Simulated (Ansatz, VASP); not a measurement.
# Two plane-wave programs on ZnS

The input INCAR:

```
ALGO = Normal
EDIFF = 1E-7
ENCUT = 520
GGA = PE
ISIF = 2
ISMEAR = 0
LASPH = T
LCHARG = F
LREAL = F
LWAVE = F
NBANDS = 16
NELM = 100
PREC = Accurate
SIGMA = 0.05
```

File KPOINTS:

```
k-points
0
Gamma
  8 8 8
```

Contents of POSCAR:

```
ZnS
1.0
    0.0000000000      2.7215639840      2.7215639840
    2.7215639840      0.0000000000      2.7215639840
    2.7215639840      2.7215639840      0.0000000000
Zn S
1 1
Direct
    0.0000000000      0.0000000000      0.0000000000
    0.6107836831      0.7964054390      0.7964054390
```

Input for Ansatz:

```yaml
crystal:
  lattice:
    - [0.0, 2.721563984, 2.721563984]
    - [2.721563984, 0.0, 2.721563984]
    - [2.721563984, 2.721563984, 0.0]
  atoms:
    - { symbol: Zn, position: [0.0, 0.0, 0.0] }
    - { symbol: S, position: [0.6107836831, 0.796405439, 0.796405439] }
basis:
  ecutwfc: 420
kpoints:
  mp_grid: { grid: [8, 8, 8] }
hamiltonian:
  xc: pbe
scf:
  occupations: { method: gaussian, width: 0.05 }
output:
  forces: true
  stress: true
  eigenvalues: true
```

Change from the starting cell: all S atoms moved +0.438 Å, as atom 2 towards its neighbour atom 1 (Zn) at 2.357 Å.

Alike in both runs: task single point; functional PBE; k mesh 8 × 8 × 8; occupations gaussian, width 0.05 eV; no spin polarisation.

|  | VASP | Ansatz |
| --- | --- | --- |
| version | VASP 6.6.1 | Ansatz 0.2.0 |
| potentials or method | VASP PAW PBE potentials, release 64 (Zn, S), cutoff 520 eV | scalar-relativistic, plane waves, PAW |
| valence electrons in the cell | 18 | 18 |

```csv
,VASP,Ansatz,Ansatz less VASP
gap on the k mesh at the Fermi level (eV),1.88,1.87,-0.014
least direct gap on the mesh (eV),1.88,1.87,-0.014
pressure (GPa),11.1,10.9,-0.18
"traceless stress, the component that is largest in VASP (GPa)",-14.15,-14.07,+0.081
rms of the force components (eV/Å),3.806,3.789,-0.0172
```

Atom by atom the forces differ by 0.017 eV/Å (rms over components).
